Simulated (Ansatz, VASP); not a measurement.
# One calculation of BAs, two programs

```
B As
1.0
     0.00000    2.40771    2.37293
     2.40771    0.00000    2.37293
     2.40771    2.40771    0.00000
B As
1 1
Cartesian
  0.0000 0.0000 0.0000
  1.2039 1.2039 1.1865
```

Change from the starting cell: strained cell.

Alike in both runs: functional PBEsol; k mesh 8 × 8 × 8; occupations gaussian, width 0.02 eV; no spin polarisation.

Ansatz relaxed the structure, and its values are those at the end. VASP's run is a single point on that final structure, the one shown.

|  | VASP | Ansatz |
| --- | --- | --- |
| version | VASP 6.6.1 | Ansatz 0.2.0 |
| potentials or method | VASP PAW PBE potentials, release 64 (B, As), cutoff 500 eV | scalar-relativistic, plane waves, PAW |
| valence electrons in the cell | 8 | 18 |

VASP gave:

* gap on the k mesh at the Fermi level (eV): 0.88
* least direct gap on the mesh (eV): 3.08
* pressure (GPa): -1.3

Q: Which values does Ansatz return?

A: gap on the k mesh at the Fermi level (eV): 0.89; least direct gap on the mesh (eV): 3.08; pressure (GPa): -2.1.

VASP's potentials were made for PBE, not for PBEsol, and Ansatz warns of the same on its side. With one functional, cell and mesh, what is left measures potentials, basis and numerics. VASP's potentials hold 8 valence electrons a cell and Ansatz's 18, so a difference there can come from the potentials and not from the codes. Ansatz's warnings: stress scf threshold loose.
